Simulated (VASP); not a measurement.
Set up this calculation in VASP 6.6.1, as the native input.

| Item | Value |
| --- | --- |
| Task | single point |
| Functional | LDA |
| Potentials or basis | VASP PAW LDA potentials, release 64 (Ga_d) |
| Cutoff | 520 eV |
| k mesh | 13 × 13 × 13 |
| Occupations | fermi-dirac, width 0.05 eV |
| Spin | no spin polarisation |
| Dipole correction | no |
| Further INCAR settings | ALGO = Normal; EDIFF = 1e-06; NBANDS = 12 |

The structure of Ga lies in POSCAR:

```
Ga
1.0
   -1.3843987196      1.3843987196      2.3112238365
    1.3843987196     -1.3843987196      2.3112238365
    1.3843987196      1.3843987196     -2.3112238365
Ga
1
Direct
    0.0000000000      0.0000000000      0.0000000000
```

One way to write it, as run:

INCAR

```
SYSTEM = Ga
ALGO     = Normal         ! electronic algorithm
EDIFF    = 1E-6           ! SCF threshold, eV
ENCUT    = 520            ! plane-wave cutoff, eV
GGA      = CA             ! functional
ISIF     = 2              ! what is computed and relaxed
ISMEAR   = -1             ! smearing method
LASPH    = .TRUE.         ! aspherical terms in the spheres
LCHARG   = .TRUE.         ! write CHGCAR
LELF     = .TRUE.         ! ELF
LREAL    = .FALSE.        ! projectors in reciprocal space
LVHAR    = .TRUE.       
LWAVE    = .FALSE.        ! write WAVECAR
NBANDS   = 12             ! bands
NELM     = 100            ! most SCF steps
PREC     = Accurate       ! precision mode
SIGMA    = 0.05           ! smearing width, eV
```

KPOINTS

```
k-points
0
G
  13 13 13
  0 0 0
```

Potentials or basis: VASP PAW LDA potentials, release 64 (Ga_d).

Run with:

```bash
$ cat potpaw_LDA.64/Ga_d/POTCAR > POTCAR
$ mpirun -np 1 vasp_std > vasp.out
```

Results of the run:

The pressure is -2.3 GPa.

Run time: 9.6 s on 1 thread of Intel(R) Xeon(R) 6975P-C (Granite Rapids) (shared host), peak memory 0.15 GiB.
